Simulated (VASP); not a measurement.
A run of VASP 6.6.1 is set up as follows.

File INCAR:

```
  PREC = Accurate
  ENCUT = 520
  EDIFF = 1E-6
  ISMEAR = 0
  SIGMA = 0.1
  LREAL = F
  LASPH = T
  NELM = 150
  ALGO = Normal
  ISIF = 2
  LWAVE = F
  LCHARG = T
  ISPIN = 2
  MAGMOM = 2 4 0 0 0 0 0 0 0 0
  LORBIT = 11
  LMAXMIX = 4
  GGA = PE
  LELF = T
  LVHAR = T
  NBANDS = 44
```

Contents of KPOINTS:

```
regular mesh
0
Gamma
  4 4 4
```

The input POSCAR:

```
VFeC4N4
1.0
    5.8919848425      0.0000000000      0.0000000000
    0.0000000000      5.8919848425      0.0000000000
    0.0000000000      0.0000000000      5.8919848425
V Fe C N
1 1 4 4
Direct
    0.0000000000      0.0000000000      0.0000000000
    0.5000000000      0.5000000000      0.5000000000
    0.1965330861      0.1965330861      0.1965330861
    0.1965330861      0.8034669139      0.8034669139
    0.8034669139      0.1965330861      0.8034669139
    0.8034669139      0.8034669139      0.1965330861
    0.3119303710      0.3119303710      0.3119303710
    0.3119303710      0.6880696290      0.6880696290
    0.6880696290      0.3119303710      0.6880696290
    0.6880696290      0.6880696290      0.3119303710
```

Potentials or basis: VASP PAW PBE potentials, release 64 (V_sv, Fe, C, N).

The run is started by

```bash
$ cat potpaw_PBE.64/V_sv/POTCAR potpaw_PBE.64/Fe/POTCAR potpaw_PBE.64/C/POTCAR potpaw_PBE.64/N/POTCAR > POTCAR
$ mpirun -np 1 vasp_std > vasp.out
```

Estimate the site moments.

V -1.81; Fe +3.06; C +0.06; N -0.06 μB.

Estimate the largest force.

0.509 eV/Å.

Estimate the net moment.

1.00 μB per cell.

Forces on the atoms (eV/Å):
```
V    0.000  0.000  0.000
Fe   0.000  0.000  0.000
C   -0.176 -0.176 -0.176
C   -0.176  0.176  0.176
C    0.176 -0.176  0.176
C    0.176  0.176 -0.176
N    0.294  0.294  0.294
N    0.294 -0.294 -0.294
N   -0.294  0.294 -0.294
N   -0.294 -0.294  0.294
```

Caveat: a cell with one magnetic atom can't hold antiferromagnetic order, which such compounds often take.
